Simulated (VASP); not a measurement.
# Ce (Fm-3m) in VASP: further runs

The runs below take Ce through single point, with r2SCAN.

All numbers are computed with VASP 6.6.1; they aren't measurements. Logs are shortened: lines on timing, memory, paths and dates and some standing lists are left out, and cuts for length are marked.

### Step 1. The cell of the first run

The structure is cubic, space group Fm-3m (No. 225). The conventional cell has a = 4.599 Å, b = 4.599 Å, c = 4.599 Å, α = 90.00°, β = 90.00°, γ = 90.00°. Within 4.3 Å of Ce (site symmetry m-3m) lie 12 Ce at 3.25 Å.

### Step 2. Single point, r2SCAN (volume scaled by 0.960)

The input, POSCAR:

```
Ce
1.0
    0.0000000000      2.2996933203      2.2996933203
    2.2996933203      0.0000000000      2.2996933203
    2.2996933203      2.2996933203      0.0000000000
Ce
1
Direct
    0.0000000000      0.0000000000      0.0000000000
```

The input, INCAR.step1:

```
PREC = Accurate
ENCUT = 520
ISMEAR = 0
SIGMA = 0.05
LREAL = F
LASPH = T
NELM = 80
NBANDS = 12
GGA = PE
ALGO = Normal
EDIFF = 1E-4
LWAVE = T
LCHARG = F
```

The input, INCAR.step2:

```
PREC = Accurate
ENCUT = 520
EDIFF = 1E-6
ISMEAR = 0
SIGMA = 0.05
LREAL = F
LASPH = T
NELM = 80
ALGO = Normal
ISIF = 2
LWAVE = F
LCHARG = F
METAGGA = R2SCAN
LMIXTAU = T
NBANDS = 12
ISTART = 1
```

The input, KPOINTS:

```
regular mesh
0
Gamma
  16 16 16
```

Potentials or basis: VASP PAW PBE potentials, release 64 (Ce).

Command:

```sh
$ cat potpaw_PBE.64/Ce/POTCAR > POTCAR
$ cp INCAR.step1 INCAR
$ mpirun -np 1 vasp_std > vasp.out
$ cp INCAR.step2 INCAR
$ mpirun -np 1 vasp_std > vasp.out
```

OUTCAR:

```text
PREC = Accurate
   ENCUT = 520
   EDIFF = 1E-6
   ISMEAR = 0
   LREAL = F
   LASPH = T
   NELM = 80
   ISIF = 2
   METAGGA = R2SCAN
   ISTART = 1

 ion  position               nearest neighbor table
   1  0.000  0.000  0.000-

  LATTYP: Found a face centered cubic cell.
 ALAT       =     4.5993866406

  Lattice vectors:

 A1 = (   0.0000000000,   2.2996933203,   2.2996933203)
 A2 = (   2.2996933203,   0.0000000000,   2.2996933203)
 A3 = (   2.2996933203,   2.2996933203,   0.0000000000)

Analysis of symmetry for initial positions (statically):
=====================================================================
 Subroutine PRICEL returns:
 Original cell was already a primitive cell.

 Routine SETGRP: Setting up the symmetry group for a
 face centered cubic supercell.

 Subroutine GETGRP returns: Found 48 space group operations
 (whereof 48 operations were pure point group operations)
 out of a pool of 48 trial point group operations.

The static configuration has the point symmetry O_h .

Analysis of symmetry for dynamics (positions and initial velocities):
=====================================================================
 Subroutine PRICEL returns:
 Original cell was already a primitive cell.

 Routine SETGRP: Setting up the symmetry group for a
 face centered cubic supercell.

 Subroutine GETGRP returns: Found 48 space group operations
 (whereof 48 operations were pure point group operations)
 out of a pool of 48 trial point group operations.

The dynamic configuration has the point symmetry O_h .

 Subroutine INISYM returns: Found 48 space group operations
 (whereof 48 operations are pure point group operations),
 and found     1 'primitive' translations

----------------------------------------------------------------------------------------

                                     Primitive cell

  volume of cell :      24.3243

  direct lattice vectors                    reciprocal lattice vectors
     0.000000000  2.299693320  2.299693320    -0.217420295  0.217420295  0.217420295
     2.299693320  0.000000000  2.299693320     0.217420295 -0.217420295  0.217420295
     2.299693320  2.299693320  0.000000000     0.217420295  0.217420295 -0.217420295

  length of vectors
     3.252257483  3.252257483  3.252257483     0.376582997  0.376582997  0.376582997

  position of ions in fractional coordinates (direct lattice)
     0.000000000  0.000000000  0.000000000

  ion indices of the primitive-cell ions
   primitive index   ion index
                 1           1

----------------------------------------------------------------------------------------

 KPOINTS: regular mesh

Automatic generation of k-mesh.
 Grid dimensions read from file:
 generate k-points for:   16   16   16

 Generating k-lattice:

  Cartesian coordinates                     Fractional coordinates (reciprocal lattice)
    -0.013588768  0.013588768  0.013588768     0.062500000  0.000000000  0.000000000
     0.013588768 -0.013588768  0.013588768     0.000000000  0.062500000  0.000000000
     0.013588768  0.013588768 -0.013588768     0.000000000  0.000000000  0.062500000

  Length of vectors
     0.023536437  0.023536437  0.023536437

  Shift w.r.t. Gamma in fractional coordinates (k-lattice)
     0.000000000  0.000000000  0.000000000

 Subroutine IBZKPT returns following result:
 ===========================================

 Found    145 irreducible k-points:

 Following reciprocal coordinates:
            Coordinates               Weight
  0.000000  0.000000  0.000000      1.000000
  0.062500  0.000000  0.000000      8.000000
  0.125000  0.000000  0.000000      8.000000
  0.187500  0.000000  0.000000      8.000000
  0.250000  0.000000  0.000000      8.000000
  0.312500  0.000000  0.000000      8.000000
[... 16 lines left out ...]
 -0.125000  0.062500  0.000000     24.000000
 -0.062500  0.062500  0.000000     12.000000
 [... further k-points ...]
   k-points           NKPTS =    145   k-points in BZ     NKDIM =    145   number of bands    NBANDS=     12
   number of dos      NEDOS =    301   number of ions     NIONS =      1
   total plane-waves  NPLWV =  13824
   dimension x,y,z NGX =    24 NGY =   24 NGZ =   24
   dimension x,y,z NGXF=    48 NGYF=   48 NGZF=   48
   ions per type =               1
   NGX,Y,Z   is equivalent  to a cutoff of  12.27, 12.27, 12.27 a.u.
   NGXF,Y,Z  is equivalent  to a cutoff of  24.54, 24.54, 24.54 a.u.
 SYSTEM =  unknown system
   PREC   = accura    normal or accurate (medium, high low for compatibility)
   ISTART =      1    job   : 0-new  1-cont  2-samecut
   ICHARG =      0    charge: 1-file 2-atom 10-const
   ISPIN  =      1    spin polarized calculation?
   LNONCOLLINEAR =      F non collinear calculations
   LSORBIT =      F    spin-orbit coupling
   LASPH  =      T    aspherical Exc in radial PAW
   ENCUT  =  520.0 eV  38.22 Ry    6.18 a.u.   6.05  6.05  6.05*2*pi/ulx,y,z
   NELM   =     80;   NELMIN=  2; NELMDL=  0     # of ELM steps
   EDIFF  = 0.1E-05   stopping-criterion for ELM
   LREAL  =      F    real-space projection
   EDIFFG = 0.1E-04   stopping-criterion for IOM
   NSW    =      0    number of steps for IOM
   IBRION =     -1    ionic relax: 0-MD 1-quasi-New 2-CG
   NFREE  =      0    steps in history (QN), initial steepest desc. (CG)
   ISIF   =      2    stress and relaxation
   ISYM   =      2    0-nonsym 1-usesym 2-fastsym
   POTIM  = 0.5000    time-step for ionic-motion
   TEBEG  =    0.0;   TEEND  =   0.0 temperature during run
   PSTRESS=    0.0 pullay stress
   NELECT =      12.0000    total number of electrons
   NUPDOWN=      -1.0000    fix difference up-down
   EMIN   =  10.00;   EMAX   =-10.00  energy-range for DOS
   EFERMI =   0.00;   METHOD = LEGACY
   ISMEAR =     0;   SIGMA  =   0.05  broadening in eV -4-tet -1-fermi 0-gaus
   EFERMI_NEDOS =   21; number of points for ismear=-14 and -15
   IALGO  =     38    algorithm
   IMIX   =      4    mixing-type and parameters
     AMIX     =   0.40;   BMIX     =  1.00
     AMIX_MAG =   1.60;   BMIX_MAG =  1.00
  volume/ion in A,a.u.               =      24.32       164.15
  Fermi-wavevector in a.u.,A,eV,Ry     =   1.293566  2.444486 22.766812  1.673313
  Thomas-Fermi vector in A             =   2.425204
   LORBIT       =      0    0 simple, 1 ext, 2 COOP (PROOUT), +10 PAW based schemes
   METAGGA = R2SCAN    functional components
   LHFCALC =     F    Hartree Fock is set to
   AEXX    =    0.0000 exact exchange contribution
   IVDW    =     0    specifies the selected vdW correction
   LEPSILON=     F    determine dielectric tensor
   LRPA    =     F    only Hartree local field effects (RPA)
 non-spin polarized calculation
 Gauss-broadening in eV      SIGMA  =   0.05
  energy-cutoff  :      520.00
  volume of cell :       24.32
 maximum number of plane-waves:       670
   NGX = 13   NGY = 13   NGZ = 13

 number of electron      12.0000000 magnetization

 Free energy of the ion-electron system (eV)
  ---------------------------------------------------
  ext. energy  EPLUGINS =         0.00000000
  ---------------------------------------------------
  free energy    TOTEN  =       -30.82583536 eV

  energy without entropy =      -30.82385409  energy(sigma->0) =      -30.82484472

 E-fermi :  10.6375     XC(G=0): -12.5942

 val. band max:       10.6313717426   @ k =  -0.3750   0.3125   0.0625
 cond. band min:      10.6455859538   @ k =  -0.3125   0.3750   0.1250
 fundamental gap:      0.0142142112
 Fermi energy:        10.6375149464

 k-point     1 :       0.0000    0.0000    0.0000
  band No.  band energies     occupation
      1     -25.7038      2.00000
      2      -5.9266      2.00000
      3      -5.9266      2.00000
      4      -5.9266      2.00000
      5       7.9426      2.00000
      6      10.1633      2.00000
      7      11.0302      0.00000
      8      11.0302      0.00000
      9      11.0302      0.00000
     10      12.1016      0.00000
     11      12.1016      0.00000
     12      12.1016      0.00000

 k-point     2 :       0.0625    0.0000    0.0000
  band No.  band energies     occupation
      1     -25.6774      2.00000
      2      -6.0974      2.00000
      3      -5.9448      2.00000
      4      -5.9448      2.00000
      5       8.1501      2.00000
      6      10.0972      2.00000
      7      11.0091      0.00000
      8      11.0370      0.00000
      9      11.0370      0.00000
     10      11.9069      0.00000
     11      11.9069      0.00000
     12      12.1027      0.00000

 k-point     3 :       0.1250    0.0000    0.0000
  band No.  band energies     occupation
      1     -25.6020      2.00000
      2      -6.5625      2.00000
      3      -5.9962      2.00000
      4      -5.9962      2.00000
      5       8.6528      2.00000
      6       9.9869      2.00000
      7      10.9475      0.00000
      8      11.0580      0.00000
      9      11.0580      0.00000
     10      11.7017      0.00000
     11      11.7017      0.00000
     12      12.1057      0.00000

 k-point     4 :       0.1875    0.0000    0.0000
  band No.  band energies     occupation
      1     -25.4858      2.00000
      2      -7.2094      2.00000
      3      -6.0717      2.00000
      4      -6.0717      2.00000
      5       8.9713      2.00000
      6      10.1952      2.00000
      7      10.8547      0.00000
      8      11.0946      0.00000
      9      11.0946      0.00000
     10      11.5587      0.00000
     11      11.5587      0.00000
     12      12.1103      0.00000

 k-point     5 :       0.2500    0.0000    0.0000
  band No.  band energies     occupation
      1     -25.3438      2.00000
      2      -7.9151      2.00000
      3      -6.1589      2.00000
      4      -6.1589      2.00000
      5       8.8409      2.00000
      6      10.6462      0.80509
      7      10.8485      0.00000
      8      11.1481      0.00000
      9      11.1481      0.00000
     10      11.4703      0.00000
     11      11.4703      0.00000
     12      12.1156      0.00000
[... 228 lines left out ...]
      1     -25.2766      2.00000
      2      -8.1433      2.00000
      3      -6.3634      2.00000
      4      -6.1390      2.00000
      5       8.9270      2.00000
      6      10.5732      1.93109
      7      10.8747      0.00000
      8      11.1533      0.00000
      9      11.2502      0.00000
     10      11.4114      0.00000
     11      11.5191      0.00000
     12      12.0596      0.00000

 k-point    22 :      -0.1875    0.0625    0.0000
  band No.  band energies     occupation
      1     -25.4208      2.00000
      2      -7.4683      2.00000
      3      -6.2626      2.00000
      4      -6.0513      2.00000
      5       9.1290      2.00000
      6      10.2884      2.00000
      7      10.7565      0.00076
      8      11.0944      0.00000
      9      11.1717      0.00000
     10      11.4819      0.00000
     11      11.5803      0.00000
     12      12.0664      0.00000

 k-point    23 :      -0.1250    0.0625    0.0000
  band No.  band energies     occupation
      1     -25.5458      2.00000
      2      -6.8224      2.00000
      3      -6.1527      2.00000
      4      -5.9827      2.00000
      5       8.9921      2.00000
      6       9.9132      2.00000
      7      10.8733      0.00000
      8      11.0566      0.00000
      9      11.1147      0.00000
     10      11.6016      0.00000
     11      11.6746      0.00000
     12      12.0712      0.00000

 k-point    24 :      -0.0625    0.0625    0.0000
  band No.  band energies     occupation
      1     -25.6348      2.00000
      2      -6.3288      2.00000
      3      -6.0405      2.00000
      4      -5.9449      2.00000
      5       8.4686      2.00000
      6       9.9999      2.00000
      7      10.9616      0.00000
      8      11.0385      0.00000
      9      11.0701      0.00000
     10      11.7647      0.00000
     11      11.7967      0.00000
     12      12.3421      0.00000

 [... further k-points ...]

------------------------ aborting loop because EDIFF is reached ----------------------------------------

  FORCE on cell =-STRESS in cart. coord.  units (eV):
  Direction    XX          YY          ZZ          XY          YZ          ZX
  --------------------------------------------------------------------------------------
  -------------------------------------------------------------------------------------
  Total        0.2657445      0.2657445      0.2657445     -0.0000000      0.0000000      0.0000000
  in kB       17.5039126     17.5039126     17.5039126     -0.0000000      0.0000000      0.0000000
  external PRESSURE =      17.5039126 kB  Pullay stress =       0.0000000 kB

 VOLUME and BASIS-vectors are now :
 -----------------------------------------------------------------------------
  energy-cutoff  :      520.00
  volume of cell :       24.32
      direct lattice vectors                 reciprocal lattice vectors
     0.000000000  2.299693320  2.299693320    -0.217420295  0.217420295  0.217420295
     2.299693320  0.000000000  2.299693320     0.217420295 -0.217420295  0.217420295
     2.299693320  2.299693320  0.000000000     0.217420295  0.217420295 -0.217420295

 POSITION                                       TOTAL-FORCE (eV/Angst)
 -----------------------------------------------------------------------------------
      0.00000      0.00000      0.00000        -0.000000     -0.000000      0.000000
 -----------------------------------------------------------------------------------
    total drift:                               -0.000000      0.000000     -0.000000

  FREE ENERGIE OF THE ION-ELECTRON SYSTEM (eV)
  ---------------------------------------------------
  free  energy   TOTEN  =       -30.8258353556 eV

  energy  without entropy=      -30.8238540890  energy(sigma->0) =      -30.82484472
```

Run time: 92 s. Hardware: 1 thread of Intel Xeon 6975P-C, shared host; peak memory 0.19 GiB.

Results:

* Free energy: -30.8258 eV
* Pressure: 1.8 GPa
* Band gap on the k mesh: zero (band 6 reaches 10.92 eV, above the bottom of band 7 at 10.52 eV)

Caveat: the PAW data sets were made with another functional, which shifts forces and pressure a little; spin-orbit coupling is left out, which moves the levels of the heavy elements.

(Continued in part 2 of 2.)
